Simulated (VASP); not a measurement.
# AgBr (Fm-3m) in VASP: further runs, part 2 of 2

VASP 6.6.1. Earlier steps stand in the parts before.

**3. Single point, r2SCAN**

This run uses another cell than the first one, of 23.17 Å³/atom, 1.032 times its volume.

Input file POSCAR:

```
AgBr
1.0
    0.0000000000      2.8508866679      2.8508866679
    2.8508866679      0.0000000000      2.8508866679
    2.8508866679      2.8508866679      0.0000000000
Ag Br
1 1
Direct
    0.0000000000      0.0000000000      0.0000000000
    0.5000000000      0.5000000000      0.5000000000
```

Input file INCAR.step1:

```
SYSTEM = AgBr
ALGO = Normal ; EDIFF = 1E-5
ENCUT = 550 ; GGA = PE
GGA_COMPAT = .False. ; ISMEAR = -1
LASPH = .True. ; LCHARG = .False.
LREAL = .False. ; LWAVE = .True.
NBANDS = 16 ; NELM = 120
PREC = Accurate ; SIGMA = 0.02
```

Input file INCAR.step2:

```
SYSTEM = AgBr
ALGO = Normal ; EDIFF = 1E-6
ENCUT = 550 ; GGA_COMPAT = .False.
ISIF = 2 ; ISMEAR = -1
ISTART = 1 ; LASPH = .True.
LCHARG = .True. ; LELF = .True.
LMIXTAU = .True. ; LREAL = .False.
LVHAR = .True. ; LWAVE = .False.
METAGGA = R2SCAN ; NBANDS = 16
NELM = 120 ; PREC = Accurate
SIGMA = 0.02
```

Input file KPOINTS:

```
k-points
0
Gamma
  6 6 6
  0 0 0
```

Potentials or basis: VASP PAW PBE potentials, release 64 (Ag, Br).

Started as:

```console
$ cat potpaw_PBE.64/Ag/POTCAR potpaw_PBE.64/Br/POTCAR > POTCAR
$ cp INCAR.step1 INCAR
$ mpirun -np 1 vasp_std > vasp.out
$ cp INCAR.step2 INCAR
$ mpirun -np 1 vasp_std > vasp.out
```

OUTCAR:

```text
SYSTEM = AgBr
   EDIFF = 1E-6
   ENCUT = 550
   ISIF = 2
   ISMEAR = -1
   ISTART = 1
   LASPH = .True.
   LREAL = .False.
   METAGGA = R2SCAN
   NELM = 120
   PREC = Accurate

 ion  position               nearest neighbor table
   1  0.000  0.000  0.000-   2 2.85   2 2.85   2 2.85   2 2.85   2 2.85   2 2.85
   2  0.500  0.500  0.500-   1 2.85   1 2.85   1 2.85   1 2.85   1 2.85   1 2.85

  LATTYP: Found a face centered cubic cell.
 ALAT       =     5.7017733358

  Lattice vectors:

 A1 = (   0.0000000000,   2.8508866679,   2.8508866679)
 A2 = (   2.8508866679,   0.0000000000,   2.8508866679)
 A3 = (   2.8508866679,   2.8508866679,   0.0000000000)

Analysis of symmetry for initial positions (statically):
=====================================================================
 Subroutine PRICEL returns:
 Original cell was already a primitive cell.

 Routine SETGRP: Setting up the symmetry group for a
 face centered cubic supercell.

 Subroutine GETGRP returns: Found 48 space group operations
 (whereof 48 operations were pure point group operations)
 out of a pool of 48 trial point group operations.

The static configuration has the point symmetry O_h .

Analysis of symmetry for dynamics (positions and initial velocities):
=====================================================================
 Subroutine PRICEL returns:
 Original cell was already a primitive cell.

 Routine SETGRP: Setting up the symmetry group for a
 face centered cubic supercell.

 Subroutine GETGRP returns: Found 48 space group operations
 (whereof 48 operations were pure point group operations)
 out of a pool of 48 trial point group operations.

The dynamic configuration has the point symmetry O_h .

 Subroutine INISYM returns: Found 48 space group operations
 (whereof 48 operations are pure point group operations),
 and found     1 'primitive' translations

[... 102 lines left out ...]
   IALGO  =     38    algorithm
   IMIX   =      4    mixing-type and parameters
     AMIX     =   0.40;   BMIX     =  1.00
     AMIX_MAG =   1.60;   BMIX_MAG =  1.00
  volume/ion in A,a.u.               =      23.17       156.36
  Fermi-wavevector in a.u.,A,eV,Ry     =   1.194471  2.257223 19.412271  1.426762
  Thomas-Fermi vector in A             =   2.330461
   LORBIT       =      0    0 simple, 1 ext, 2 COOP (PROOUT), +10 PAW based schemes
   METAGGA = R2SCAN    functional components
   LHFCALC =     F    Hartree Fock is set to
   AEXX    =    0.0000 exact exchange contribution
   IVDW    =     0    specifies the selected vdW correction
   LEPSILON=     F    determine dielectric tensor
   LRPA    =     F    only Hartree local field effects (RPA)
 non-spin polarized calculation
  energy-cutoff  :      550.00
  volume of cell :       46.34
 maximum number of plane-waves:      1380
   NGX = 15   NGY = 15   NGZ = 15

 number of electron      18.0000000 magnetization

 Free energy of the ion-electron system (eV)
  ---------------------------------------------------
  ext. energy  EPLUGINS =         0.00000000
  ---------------------------------------------------
  free energy    TOTEN  =       -35.49989733 eV

  energy without entropy =      -35.49989733  energy(sigma->0) =      -35.49989733

 E-fermi :   4.0320     XC(G=0): -10.4801

 val. band max:        3.5761446460   @ k =   0.5000   0.0000   0.0000
 cond. band min:       4.8241125906   @ k =   0.0000   0.0000   0.0000
 fundamental gap:      1.2479679446
 Fermi energy:         4.0319669936

 k-point     1 :       0.0000    0.0000    0.0000
  band No.  band energies     occupation
      1     -12.1713      2.00000
      2       0.7057      2.00000
      3       0.7057      2.00000
      4       0.7057      2.00000
      5       0.7124      2.00000
      6       0.7124      2.00000
[... 281 lines left out ...]
      3      -0.6391      2.00000
      4      -0.3001      2.00000
      5       1.1010      2.00000
      6       1.1293      2.00000
[... 8 lines left out ...]
     15      18.0702      0.00000
     16      19.0834      0.00000

------------------------ aborting loop because EDIFF is reached ----------------------------------------

  FORCE on cell =-STRESS in cart. coord.  units (eV):
  Direction    XX          YY          ZZ          XY          YZ          ZX
  --------------------------------------------------------------------------------------
  -------------------------------------------------------------------------------------
  Total        0.6302855      0.6302855      0.6302855      0.0000000      0.0000000      0.0000000
  in kB       21.7910455     21.7910455     21.7910455      0.0000000      0.0000000      0.0000000
  external PRESSURE =      21.7910455 kB  Pullay stress =       0.0000000 kB

 VOLUME and BASIS-vectors are now :
 -----------------------------------------------------------------------------
  energy-cutoff  :      550.00
  volume of cell :       46.34
      direct lattice vectors                 reciprocal lattice vectors
     0.000000000  2.850886668  2.850886668    -0.175384032  0.175384032  0.175384032
     2.850886668  0.000000000  2.850886668     0.175384032 -0.175384032  0.175384032
     2.850886668  2.850886668  0.000000000     0.175384032  0.175384032 -0.175384032

 POSITION                                       TOTAL-FORCE (eV/Angst)
 -----------------------------------------------------------------------------------
      0.00000      0.00000      0.00000         0.000000     -0.000000      0.000000
      2.85089      2.85089      2.85089        -0.000000      0.000000     -0.000000
 -----------------------------------------------------------------------------------
    total drift:                                0.000000     -0.000000     -0.000000

  FREE ENERGIE OF THE ION-ELECTRON SYSTEM (eV)
  ---------------------------------------------------
  free  energy   TOTEN  =       -35.4998973326 eV

  energy  without entropy=      -35.4998973326  energy(sigma->0) =      -35.49989733
```

OSZICAR.step1:

```text
N       E                     dE             d eps       ncg     rms          rms(c)
DAV:   1     0.103042492773E+03    0.10304E+03   -0.86506E+03   512   0.104E+03
DAV:   2    -0.146609023576E+01   -0.10451E+03   -0.96222E+02   632   0.225E+02
DAV:   3    -0.506155026035E+01   -0.35955E+01   -0.35882E+01   632   0.430E+01
DAV:   4    -0.508057317498E+01   -0.19023E-01   -0.19022E-01   624   0.334E+00
DAV:   5    -0.508075707865E+01   -0.18390E-03   -0.18390E-03   656   0.326E-01    0.634E+00
DAV:   6    -0.496914728126E+01    0.11161E+00   -0.18121E-01   624   0.600E+00    0.415E+00
DAV:   7    -0.496481388230E+01    0.43334E-02   -0.58926E-02   552   0.161E+00    0.160E+00
DAV:   8    -0.496483977830E+01   -0.25896E-04   -0.38518E-03   640   0.622E-01    0.254E-01
DAV:   9    -0.496485217015E+01   -0.12392E-04   -0.50583E-04   600   0.226E-01    0.334E-02
DAV:  10    -0.496486959097E+01   -0.17421E-04   -0.28200E-05   624   0.721E-02    0.178E-02
DAV:  11    -0.496487687586E+01   -0.72849E-05   -0.13064E-05   520   0.292E-02
   1 F= -.49648769E+01 E0= -.49648769E+01  d E =-.106662E-08
```

It took 44 s on 1 thread of AMD EPYC 7R13 (Zen 3), shared host; peak memory 0.16 GiB.

Results:

| Item | Value |
| --- | --- |
| Free energy | -35.4999 eV |
| Pressure | 2.2 GPa |
| Band gap on the k mesh | 1.25 eV, indirect (least direct gap 3.36 eV) |

Caveat: the PAW data sets were made with another functional, which shifts forces and pressure a little. r2SCAN opens gaps a little over a GGA but as a rule still falls short of measured ones.
